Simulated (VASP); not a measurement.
Here is a VASP 6.6.1 calculation.

INCAR

```
SYSTEM = Na
PREC = Accurate ; ENCUT = 520
EDIFF = 1E-6 ; ISMEAR = -1
SIGMA = 0.1 ; LREAL = .False.
LASPH = .True. ; NELM = 60
ALGO = Normal ; ISIF = 2
LWAVE = .False. ; LCHARG = .False.
GGA = B5 ; ALDAX = 1.0
AGGAX = 1.0 ; AGGAC = 1.0
ALDAC = 0.0 ; NBANDS = 10
```

Contents of KPOINTS:

```
regular mesh
0
Gamma
  17 17 17
  0 0 0
```

POSCAR

```
Na
1.0
   -2.1849214567      2.1849214567      2.1849214567
    2.1849214567     -2.1849214567      2.1849214567
    2.1849214567      2.1849214567     -2.1849214567
Na
1
Direct
    0.0000000000      0.0000000000      0.0000000000
```

Potentials or basis: VASP PAW PBE potentials, release 64 (Na_pv).

Launch:

```bash
$ cat potpaw_PBE.64/Na_pv/POTCAR > POTCAR
$ mpirun -np 1 vasp_std > vasp.out
```

What does it give for the band gap on the k mesh?

Zero (an odd number of electrons rules out a gap without spin polarisation).

Predict the pressure.

-0.7 GPa.

Caveat: the PAW data sets were made with another functional, which shifts forces and pressure a little.
